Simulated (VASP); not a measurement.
# Zn3N2 (Ia-3) in VASP: a series of runs, part 3 of 4

VASP 6.6.1. Earlier steps stand in the parts before.

## Step 4: Relaxation of cell and atoms, PBEsol

INCAR reads:

```
SYSTEM = Zn3N2
PREC = Accurate
ENCUT = 600
EDIFF = 1E-6
ISMEAR = 0
SIGMA = 0.03
LREAL = Auto
LASPH = .TRUE.
NELM = 80
ALGO = Normal
ISIF = 3
LWAVE = .FALSE.
LCHARG = .FALSE.
GGA = PS
IBRION = 2
NSW = 90
EDIFFG = -0.01
KPAR = 8
```

KPOINTS reads:

```
regular mesh
0
G
  4 4 4
  0 0 0
```

POSCAR reads:

```
Zn3N2
1.0
   -4.8657039417      4.8657039417      4.8657039417
    4.8657039417     -4.8657039417      4.8657039417
    4.8657039417      4.8657039417     -4.8657039417
Zn N
24 16
Direct
    0.2763928900      0.0240941700      0.0481893800
    0.7477012800      0.2236071100      0.2717964900
    0.0240952100      0.4759058300      0.7522987200
    0.4759047900      0.2282035100      0.4518106200
    0.4518106200      0.4759047900      0.2282035100
    0.0240941700      0.0481893800      0.2763928900
    0.2717964900      0.7477012800      0.2236071100
    0.4759058300      0.7522987200      0.0240952100
    0.7522987200      0.0240952100      0.4759058300
    0.2236071100      0.2717964900      0.7477012800
    0.0481893800      0.2763928900      0.0240941700
    0.2282035100      0.4518106200      0.4759047900
    0.5240941700      0.2477012800      0.9759047900
    0.7282035100      0.2522987200      0.7763928900
    0.9759058300      0.9518106200      0.7236071100
    0.5481893800      0.5240952100      0.7717964900
    0.5240952100      0.7717964900      0.5481893800
    0.9759047900      0.5240941700      0.2477012800
    0.2522987200      0.7763928900      0.7282035100
    0.7236071100      0.9759058300      0.9518106200
    0.2477012800      0.9759047900      0.5240941700
    0.7763928900      0.7282035100      0.2522987200
    0.9518106200      0.7236071100      0.9759058300
    0.7717964900      0.5481893800      0.5240952100
    0.7291215300      0.4791215300      0.2500000000
    0.7500000000      0.7708784700      0.0208784700
    0.0208784700      0.7500000000      0.7708784700
    0.2500000000      0.7291215300      0.4791215300
    0.4791215300      0.2500000000      0.7291215300
    0.7708784700      0.0208784700      0.7500000000
    0.2708784700      0.5208784700      0.7500000000
    0.2500000000      0.2291215300      0.9791215300
    0.9791215300      0.2500000000      0.2291215300
    0.7500000000      0.2708784700      0.5208784700
    0.5208784700      0.7500000000      0.2708784700
    0.2291215300      0.9791215300      0.2500000000
    0.5000000000      0.0000000000      0.0000000000
    0.0000000000      0.0000000000      0.5000000000
    0.0000000000      0.5000000000      0.0000000000
    0.5000000000      0.5000000000      0.5000000000
```

Potentials or basis: VASP PAW PBE potentials, release 64 (Zn, N).

The run is started by

```console
$ cat potpaw_PBE.64/Zn/POTCAR potpaw_PBE.64/N/POTCAR > POTCAR
$ mpirun -np 8 vasp_std > vasp.out
```

OUTCAR:

```text
SYSTEM = Zn3N2
   PREC = Accurate
   ENCUT = 600
   EDIFF = 1E-6
   ISMEAR = 0
   LREAL = Auto
   LASPH = .TRUE.
   NELM = 80
   ISIF = 3
   GGA = PS
   IBRION = 2
   NSW = 90
   EDIFFG = -0.01

 ion  position               nearest neighbor table
   1  0.276  0.024  0.048-  36 1.99  32 2.05  37 2.11  27 2.27  13 2.70  19 2.70  15 2.74  23 2.74
                             4 2.78
   2  0.748  0.224  0.272-  34 1.99  33 2.05  37 2.11  25 2.27  13 2.70  20 2.70  18 2.74  24 2.74
                             9 2.78
   3  0.024  0.476  0.752-  31 1.99  34 2.05  39 2.11  27 2.27  14 2.70  23 2.70  19 2.74  24 2.74
                            10 2.78
   4  0.476  0.228  0.452-  36 1.99  34 2.05  40 2.11  29 2.27  16 2.70  24 2.70  21 2.74  14 2.74
                             1 2.78
   5  0.452  0.476  0.228-  32 1.99  35 2.05  40 2.11  25 2.27  17 2.70  24 2.70  22 2.74  13 2.74
                            11 2.78
   6  0.024  0.048  0.276-  33 1.99  36 2.05  38 2.11  26 2.27  22 2.70  21 2.70  20 2.74  23 2.74
                            12 2.78
   7  0.272  0.748  0.224-  35 1.99  36 2.05  39 2.11  28 2.27  18 2.70  23 2.70  21 2.74  17 2.74
                             8 2.78
   8  0.476  0.752  0.024-  35 1.99  31 2.05  37 2.11  26 2.27  19 2.70  20 2.70  16 2.74  22 2.74
                             7 2.78
   9  0.752  0.024  0.476-  34 1.99  35 2.05  38 2.11  30 2.27  22 2.70  15 2.70  17 2.74  14 2.74
[... 33 lines left out ...]
  27  0.021  0.750  0.771-  24 1.99  15 1.99  23 2.05  19 2.05   1 2.27   3 2.27
  28  0.250  0.729  0.479-  19 1.99  21 1.99  17 2.05  18 2.05   7 2.27  12 2.27
  29  0.479  0.250  0.729-  13 1.99  14 1.99  21 2.05  16 2.05   4 2.27  10 2.27
  30  0.771  0.021  0.750-  17 1.99  20 1.99  15 2.05  14 2.05   9 2.27  11 2.27
[... 8 lines left out ...]
  39  0.000  0.500  0.000-   3 2.11   7 2.11  11 2.11  14 2.11  18 2.11  23 2.11
  40  0.500  0.500  0.500-   4 2.11   5 2.11  12 2.11  16 2.11  17 2.11  24 2.11

  LATTYP: Found a body centered cubic cell.
 ALAT       =     9.7314078834

  Lattice vectors:

 A1 = (  -4.8657039417,   4.8657039417,   4.8657039417)
 A2 = (   4.8657039417,  -4.8657039417,   4.8657039417)
 A3 = (   4.8657039417,   4.8657039417,  -4.8657039417)

Analysis of symmetry for initial positions (statically):
=====================================================================
 Subroutine PRICEL returns:
 Original cell was already a primitive cell.

 Routine SETGRP: Setting up the symmetry group for a
 body centered cubic supercell.

 Subroutine GETGRP returns: Found 24 space group operations
 (whereof  6 operations were pure point group operations)
 out of a pool of 48 trial point group operations.

The static configuration has the point symmetry S_6 .
 The point group associated with its full space group is T_h .

Analysis of symmetry for dynamics (positions and initial velocities):
=====================================================================
 Subroutine PRICEL returns:
 Original cell was already a primitive cell.

 Routine SETGRP: Setting up the symmetry group for a
 body centered cubic supercell.

 Subroutine GETGRP returns: Found 24 space group operations
 (whereof  6 operations were pure point group operations)
 out of a pool of 48 trial point group operations.

The dynamic configuration has the point symmetry S_6 .
 The point group associated with its full space group is T_h .

 Subroutine INISYM returns: Found 24 space group operations
 (whereof  6 operations are pure point group operations),
 and found     1 'primitive' translations

----------------------------------------------------------------------------------------

                                     Primitive cell

[... 151 lines left out ...]
   EDIFFG = -.1E-01   stopping-criterion for IOM
   NSW    =     90    number of steps for IOM
   IBRION =      2    ionic relax: 0-MD 1-quasi-New 2-CG
   NFREE  =      1    steps in history (QN), initial steepest desc. (CG)
   ISIF   =      3    stress and relaxation
   ISYM   =      2    0-nonsym 1-usesym 2-fastsym
   POTIM  = 0.5000    time-step for ionic-motion
   TEBEG  =    0.0;   TEEND  =   0.0 temperature during run
   PSTRESS=    0.0 pullay stress
   NELECT =     368.0000    total number of electrons
   NUPDOWN=      -1.0000    fix difference up-down
   EMIN   =  10.00;   EMAX   =-10.00  energy-range for DOS
   EFERMI =   0.00;   METHOD = LEGACY
   ISMEAR =     0;   SIGMA  =   0.03  broadening in eV -4-tet -1-fermi 0-gaus
   EFERMI_NEDOS =   21; number of points for ismear=-14 and -15
   IALGO  =     38    algorithm
   IMIX   =      4    mixing-type and parameters
     AMIX     =   0.40;   BMIX     =  1.00
     AMIX_MAG =   1.60;   BMIX_MAG =  1.00
  volume/ion in A,a.u.               =      11.52        77.74
  Fermi-wavevector in a.u.,A,eV,Ry     =   1.518886  2.870278 31.388828  2.307014
  Thomas-Fermi vector in A             =   2.627946
   LORBIT       =      0    0 simple, 1 ext, 2 COOP (PROOUT), +10 PAW based schemes
   GGA     = PS    functional components
   LHFCALC =     F    Hartree Fock is set to
   AEXX    =    0.0000 exact exchange contribution
   IVDW    =     0    specifies the selected vdW correction
   LEPSILON=     F    determine dielectric tensor
   LRPA    =     F    only Hartree local field effects (RPA)
 conjugate gradient relaxation of ions
 non-spin polarized calculation
 Gauss-broadening in eV      SIGMA  =   0.03
  energy-cutoff  :      600.00
  volume of cell :      460.78
 maximum number of plane-waves:     15444
 NGX is ok and might be reduce to    70
   NGX = 33   NGY = 33   NGZ = 33

--------------------------------------- Ionic step        1  -------------------------------------------

 number of electron     367.9999967 magnetization

 Free energy of the ion-electron system (eV)
  ---------------------------------------------------
  ext. energy  EPLUGINS =         0.00000000
  ---------------------------------------------------
  free energy    TOTEN  =      -173.91748037 eV

  energy without entropy =     -173.91666429  energy(sigma->0) =     -173.91707233

------------------------ aborting loop because EDIFF is reached ----------------------------------------

  FORCE on cell =-STRESS in cart. coord.  units (eV):
  Direction    XX          YY          ZZ          XY          YZ          ZX
  --------------------------------------------------------------------------------------
  -------------------------------------------------------------------------------------
  Total       -4.2990742     -4.2990742     -4.2990742      0.0000000      0.0000000     -0.0000000
  in kB      -14.9481858    -14.9481858    -14.9481858      0.0000000      0.0000000     -0.0000000
  external PRESSURE =     -14.9481858 kB  Pullay stress =       0.0000000 kB
[... 203 lines left out ...]
  FREE ENERGIE OF THE ION-ELECTRON SYSTEM (eV)
  ---------------------------------------------------
  free  energy   TOTEN  =      -173.9382588933 eV

  energy  without entropy=     -173.9374485325  energy(sigma->0) =     -173.93785371

[... ionic steps 4 to 12 ...]

--------------------------------------- Ionic step       13  -------------------------------------------

 number of electron     368.0000073 magnetization

------------------------ aborting loop because EDIFF is reached ----------------------------------------
[... 143 lines left out ...]
--------------------------------------- Ionic step       15  -------------------------------------------

 number of electron     368.0000076 magnetization

 Free energy of the ion-electron system (eV)
  ---------------------------------------------------
  ext. energy  EPLUGINS =         0.00000000
  ---------------------------------------------------
  free energy    TOTEN  =      -173.94423673 eV

  energy without entropy =     -173.94342488  energy(sigma->0) =     -173.94383081

 E-fermi :   3.0059     XC(G=0): -11.9484

 val. band max:        2.9957338070   @ k =   0.0000   0.0000   0.0000
 cond. band min:       3.9875438840   @ k =   0.2500   0.0000   0.0000
 fundamental gap:      0.9918100770
 Fermi energy:         3.0059372104

 k-point     1 :       0.0000    0.0000    0.0000
  band No.  band energies     occupation
      1     -12.4915      2.00000
      2     -11.3798      2.00000
      3     -11.3798      2.00000
      4     -11.3333      2.00000
      5     -11.3333      2.00000
      6     -11.3333      2.00000
[... 1581 lines left out ...]
    195       7.4654      0.00000
    196       7.4654      0.00000
 [bands above 196 left out]

------------------------ aborting loop because EDIFF is reached ----------------------------------------

  FORCE on cell =-STRESS in cart. coord.  units (eV):
  Direction    XX          YY          ZZ          XY          YZ          ZX
  --------------------------------------------------------------------------------------
  -------------------------------------------------------------------------------------
  Total        0.0890004      0.0890004      0.0890004     -0.0000000     -0.0000000     -0.0000000
  in kB        0.3124509      0.3124509      0.3124509     -0.0000000     -0.0000000     -0.0000000
  external PRESSURE =       0.3124509 kB  Pullay stress =       0.0000000 kB
[... 55 lines left out ...]
  FREE ENERGIE OF THE ION-ELECTRON SYSTEM (eV)
  ---------------------------------------------------
  free  energy   TOTEN  =      -173.9442367344 eV

  energy  without entropy=     -173.9434248812  energy(sigma->0) =     -173.94383081

 reached required accuracy - stopping structural energy minimisation
```

Run time: 83 min. Hardware: 8 MPI ranks of AMD EPYC 7R43 (Zen 3), shared host; peak memory 1.2 GiB.

What came out:

```yaml
Free_energy: -173.9442 eV
Relaxed_volume: 11.41 Å³/atom
Relaxed_cell: a = 8.401 Å, b = 8.401 Å, c = 8.401 Å, α = 109.47°, β = 109.47°, γ = 109.47°
Space_group_after_relaxing_to_0.1_Å: Ia-3 (No. 206)
Energy_gained_by_relaxing: 0.7 meV/atom
Ionic_steps: 15
Pressure_after_relaxing: 0.0 GPa
Largest_force_after_relaxing: 0.008 eV/Å
Band_gap_on_the_k_mesh: zero (filled and empty bands touch)
```

Forces on the atoms (eV/Å):
```
Zn  -0.007 -0.003  0.002
Zn  -0.002 -0.007  0.003
Zn   0.007 -0.003 -0.002
Zn   0.007  0.003  0.002
Zn   0.002  0.007  0.003
Zn  -0.003  0.002 -0.007
Zn   0.003 -0.002 -0.007
Zn  -0.003 -0.002  0.007
Zn  -0.002  0.007 -0.003
Zn  -0.007  0.003 -0.002
Zn   0.002 -0.007 -0.003
Zn   0.003  0.002  0.007
Zn   0.003  0.002 -0.007
Zn  -0.003  0.002  0.007
Zn   0.003 -0.002  0.007
Zn  -0.002 -0.007 -0.003
Zn  -0.007 -0.003 -0.002
Zn  -0.007  0.003  0.002
Zn   0.002  0.007 -0.003
Zn   0.007  0.003 -0.002
Zn   0.002 -0.007  0.003
Zn   0.007 -0.003  0.002
Zn  -0.002  0.007  0.003
Zn  -0.003 -0.002 -0.007
N    0.000  0.000  0.006
N   -0.006  0.000  0.000
N    0.000 -0.006  0.000
N    0.006  0.000  0.000
N    0.000  0.006  0.000
N    0.000  0.000 -0.006
N    0.000  0.000 -0.006
N    0.006  0.000  0.000
N    0.000  0.006  0.000
N   -0.006  0.000  0.000
N    0.000 -0.006  0.000
N    0.000  0.000  0.006
N    0.000  0.000  0.000
N    0.000  0.000  0.000
N    0.000  0.000  0.000
N    0.000  0.000  0.000
```

Step by step:
| step | energy change (eV) | largest force (eV/Å) | pressure (GPa) | volume (Å³) |
| --- | --- | --- | --- | --- |
| 1 | 0.0000 | 0.0338 | -1.49 | 460.78 |
| 2 | -0.0132 | 0.0343 | 0.93 | 453.65 |
| 3 | -0.0208 | 0.0336 | 0.00 | 456.38 |
| 4 | -0.0208 | 0.0336 | 0.02 | 456.28 |
| 5 | -0.0208 | 0.0336 | 0.05 | 456.19 |
| 6 | -0.0219 | 0.0273 | 0.06 | 456.20 |
| 7 | -0.0240 | 0.0274 | 0.05 | 456.22 |
| 8 | -0.0242 | 0.0347 | 0.05 | 456.23 |
| 9 | -0.0250 | 0.0274 | 0.01 | 456.35 |
| 10 | -0.0258 | 0.0202 | -0.02 | 456.53 |
| 11 | -0.0256 | 0.0321 | -0.12 | 456.90 |
| 12 | -0.0260 | 0.0212 | -0.10 | 456.68 |
| 13 | -0.0264 | 0.0162 | 0.01 | 456.39 |
| 14 | -0.0264 | 0.0139 | 0.09 | 456.20 |
| 15 | -0.0268 | 0.0076 | 0.03 | 456.37 |

Final structure:
```
Zn N
1.0
    -4.85013    4.85013    4.85013
     4.85013   -4.85013    4.85013
     4.85013    4.85013   -4.85013
Zn N
24 16
Direct
  0.27732 0.02623 0.04887
  0.74891 0.22268 0.27155
  0.02264 0.47377 0.75109
  0.47736 0.22845 0.45113
  0.45113 0.47736 0.22845
  0.02623 0.04887 0.27732
  0.27155 0.74891 0.22268
  0.47377 0.75109 0.02264
  0.75109 0.02264 0.47377
  0.22268 0.27155 0.74891
  0.04887 0.27732 0.02623
  0.22845 0.45113 0.47736
  0.52623 0.24891 0.97736
  0.72845 0.25109 0.77732
  0.97377 0.95113 0.72268
  0.54887 0.52264 0.77155
  0.52264 0.77155 0.54887
  0.97736 0.52623 0.24891
  0.25109 0.77732 0.72845
  0.72268 0.97377 0.95113
  0.24891 0.97736 0.52623
  0.77732 0.72845 0.25109
  0.95113 0.72268 0.97377
  0.77155 0.54887 0.52264
  0.73000 0.48000 0.25000
  0.75000 0.77000 0.02000
  0.02000 0.75000 0.77000
  0.25000 0.73000 0.48000
  0.48000 0.25000 0.73000
  0.77000 0.02000 0.75000
  0.27000 0.52000 0.75000
  0.25000 0.23000 0.98000
  0.98000 0.25000 0.23000
  0.75000 0.27000 0.52000
  0.52000 0.75000 0.27000
  0.23000 0.98000 0.25000
  0.50000 0.00000 0.00000
  0.00000 0.00000 0.50000
  0.00000 0.50000 0.00000
  0.50000 0.50000 0.50000
```

Caveat: the PAW data sets were made with another functional, which shifts forces and pressure a little.

(Continued in part 4 of 4.)
